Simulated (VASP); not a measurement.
K3LuN2, 6 atoms in the cell. It takes space group P-6m2 (No. 187, hexagonal). Conventional cell: a = 4.438 Å, b = 4.438 Å, c = 6.804 Å, α = 90.00°, β = 90.00°, γ = 120.00°. K (site symmetry -6m2) has 3 K at 2.56 Å and 6 N at 3.23 Å within 3.4 Å. K (site symmetry -6m2) has 3 Lu at 2.56 Å and 6 N at 2.93 Å within 3.4 Å. Within 3.4 Å of K (site symmetry -6m2) lie 3 K at 2.56 Å and 6 N at 3.23 Å. Within 3.4 Å of Lu (site symmetry -6m2) lie 3 K at 2.56 Å and 6 N at 2.93 Å. N (site symmetry 3m) has 1 N at 2.86 Å and 9 K at 2.93 to 3.23 Å and 3 Lu at 2.93 Å within 3.8 Å. 

| Quantity | Value |
| --- | --- |
| Program | VASP 6.6.1 |
| Task | single point |
| Functional | PBE |
| Potentials or basis | VASP PAW PBE potentials, release 64 (K_sv, Lu, N) |
| Cutoff | 520 eV |
| k mesh | 6 × 6 × 4 |
| Occupations | gaussian, width 0.1 eV |
| Spin | no spin polarisation |
| Dipole correction | no |
| Further INCAR settings | ALGO = Normal; EDIFF = 1e-07; NBANDS = 40 |

Potentials or basis: VASP PAW PBE potentials, release 64 (K_sv, Lu, N).

The run is started by

```bash
$ cat potpaw_PBE.64/K_sv/POTCAR potpaw_PBE.64/Lu/POTCAR potpaw_PBE.64/N/POTCAR > POTCAR
$ mpirun -np 1 vasp_std > vasp.out
```

Hardware: 1 thread of Intel(R) Xeon(R) 6975P-C (Granite Rapids), on a shared host.

Question: How long does it take, and how much memory?

Answer: It took 79 s on 1 thread of Intel(R) Xeon(R) 6975P-C (Granite Rapids), with other jobs on the host, peak memory 0.3 GiB. Counts: scf iterations 18, k points 21.
